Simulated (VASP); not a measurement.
ScAl3: single point with PBE

Crystal: ScAl3.

```
CELL_PARAMETERS angstrom
3.00920 0.00000 0.00000
-1.50460 2.60604 0.00000
0.00000 0.00000 9.41784
ATOMIC_POSITIONS crystal
Sc 0.66667 0.33333 0.50000
Al 0.33333 0.66667 0.75885
Al 0.33333 0.66667 0.24115
Al 0.66667 0.33333 0.00000
```

| Property | Result |
| --- | --- |
| Program | VASP 6.6.1 |
| Task | single point |
| Functional | PBE |
| Potentials or basis | VASP PAW PBE potentials, release 64 (Sc_sv, Al) |
| Cutoff | 520 eV |
| k mesh | 6 × 6 × 2 |
| Occupations | gaussian, width 0.1 eV |
| Spin | no spin polarisation |
| Dipole correction | no |
| Further INCAR settings | ALGO = Normal; EDIFF = 1e-06; NBANDS = 18 |

The pressure is 0.1 GPa, the largest force is 0.010 eV/Å and the band gap on the k mesh is zero (band 10 reaches 7.91 eV, above the bottom of band 11 at 5.52 eV).

Forces in eV/Å, atoms in the order of the input:
```
Sc   0.000  0.000  0.000
Al   0.000  0.000  0.010
Al   0.000  0.000 -0.010
Al   0.000  0.000  0.000
```

Levels at points of the mesh, in eV from the Fermi level:
```
           k point  band 7  band 8  band 9  band 10  band 11  band 12  band 13  band 14
(0.00, 0.00, 0.00)   -6.99   -3.14   -2.56     1.10     1.78     1.78     3.38     3.38
(0.50, 0.00, 0.00)   -3.82   -3.58   -2.35    -1.60    -0.50    -0.36     2.07     2.45
(0.00, 0.00, 0.50)   -6.11   -4.83   -1.08     0.95     1.78     1.78     3.38     3.38
(0.50, 0.00, 0.50)   -4.03   -3.42   -2.50    -1.37    -0.73     0.49     1.15     2.37
```

It took 30 s on 1 thread of AMD EPYC 7R13, with other jobs on the host, peak memory 0.16 GiB.

Caveat: the k points lie up to 0.40 Å⁻¹ apart.
